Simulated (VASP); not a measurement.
TaN:

```xyz
2
Lattice="0.0000 2.1662 2.1662 2.1662 0.0000 2.1662 2.1662 2.1662 0.0000" Properties=species:S:1:pos:R:3 pbc="T T T"
Ta    2.1662    2.1662    2.1662
N     0.0000    0.0000    0.0000
```

Base run:

| Item | Value |
| --- | --- |
| Program | VASP 6.6.1 |
| Functional | BLYP |
| Dispersion | D3(BJ) |
| Potentials or basis | VASP PAW PBE potentials, release 64 (Ta_pv, N) |
| Cutoff | 600 eV |
| k mesh | 10 × 10 × 10 |
| Occupations | fermi-dirac, width 0.05 eV |
| Spin | no spin polarisation |

Its results: band gap on the k mesh zero (band 8 reaches 12.54 eV, above the bottom of band 9 at 8.37 eV); pressure 17.8 GPa.

Q: The run is repeated on the same cell with these changes: functional from BLYP to PBEsol. What comes out?

A: Band gap on the k mesh zero (band 8 reaches 11.94 eV, above the bottom of band 9 at 7.63 eV); pressure 4.6 GPa.

PBEsol binds more tightly than BLYP, so the same cell stands under less pressure.

Caveats: the PAW data sets were made with another functional, which shifts forces and pressure a little; spin-orbit coupling is left out, which moves the levels of the heavy elements; pairwise dispersion overbinds metals, which lowers pressure and volume.
